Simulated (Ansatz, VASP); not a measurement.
**SrTiO3: VASP beside Ansatz**

```xyz
5
Lattice="3.9471 0.0000 0.0000 0.0000 3.9471 0.0000 0.0000 0.0000 4.0655" Properties=species:S:1:pos:R:3 pbc="T T T"
Sr    0.0000    0.0000    0.0000
Ti    1.9736    1.9736    2.0328
O     1.9736    0.0000    2.0328
O     1.9736    1.9736    0.0000
O     0.0000    1.9736    2.0328
```

Change from the starting cell: strain along c alone, the other axes held, atoms relaxed: +3.0 %.

Alike in both runs: task single point; functional PBE; k mesh 8 × 8 × 8; occupations gaussian, width 0.02 eV; no spin polarisation; Hubbard terms Ti d U = 4.0 eV.

```csv
,VASP,Ansatz
version,VASP 6.6.1,Ansatz 0.2.0
potentials or method,"VASP PAW PBE potentials, release 64 (Sr_sv, Ti_sv, O), cutoff 520 eV","scalar-relativistic, plane waves, PAW"
valence electrons in the cell,40,40
```

```tsv
	VASP	Ansatz	Ansatz less VASP
gap on the k mesh at the Fermi level (eV)	2.19	2.19	-0.003
least direct gap on the mesh (eV)	2.67	2.66	-0.008
pressure (GPa)	-2.0	-4.5	-2.44
traceless stress, the component that is largest in VASP (GPa)	-3.89	-3.42	+0.479
```

The programs project onto different local orbitals, so the same U acts differently, and such runs can settle in different states.
